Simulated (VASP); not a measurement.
Write the native input for VASP 6.6.1 that does the following.

```
Task                   : single point
Functional             : PBEsol
Potentials or basis    : VASP PAW PBE potentials, release 64 (Al)
Cutoff                 : 520 eV
k mesh                 : 10 × 10 × 10
Occupations            : gaussian, width 0.15 eV
Spin                   : no spin polarisation
Dipole correction      : no
Further INCAR settings : ALGO = Fast; EDIFF = 1e-06; NBANDS = 22
```

The structure of Al lies in POSCAR:

```
Al
1.0
   -3.9426761176      3.9920368453     -0.0082726528
   -3.9348679427     -0.0004644779      4.0823916335
    0.0629634932      4.0467276857      4.1448906489
Al
8
Direct
   -0.0670885375      0.1341645374     -0.0267123913
    0.4052617425     -0.0027692068      0.0072199378
    0.0074898666      0.4938504516      0.0064241862
    0.0330964990     -0.0524623529      0.4874570403
    0.3900328743      0.5368713448      0.0040982192
    0.5150114038     -0.0551427147      0.5589512100
    0.1394743760      0.3861710943      0.5039013403
    0.5767217753      0.5593168462      0.4586604576
```

This cell differs from its parent crystal: atoms moved at random and the cell strained at random.

One way to write it, as run:

INCAR

```
SYSTEM = Al
  ALGO = Fast
  EDIFF = 1E-6
  ENCUT = 520
  GGA = PS
  ISIF = 2
  ISMEAR = 0
  LASPH = .True.
  LCHARG = .True.
  LELF = .True.
  LREAL = .False.
  LVHAR = .True.
  LWAVE = .False.
  NBANDS = 22
  NELM = 80
  PREC = Accurate
  SIGMA = 0.15
```

KPOINTS

```
k-points
0
Gamma
  10 10 10
  0 0 0
```

Potentials or basis: VASP PAW PBE potentials, release 64 (Al).

The run is started by

```console
$ cat potpaw_PBE.64/Al/POTCAR > POTCAR
$ mpirun -np 1 vasp_std > vasp.out
```

It gave:

- Pressure: 13.5 GPa
- Largest force: 4.308 eV/Å
- Band gap on the k mesh: zero (band 12 reaches 8.54 eV, above the bottom of band 13 at 6.05 eV)

Caveat: the cell differs from its parent crystal (atoms moved at random and the cell strained at random); the PAW data sets were made with another functional, which shifts forces and pressure a little.

Run time: 13 min on 1 thread of Intel(R) Xeon(R) 6975P-C (Granite Rapids), on a shared host, peak memory 0.99 GiB.
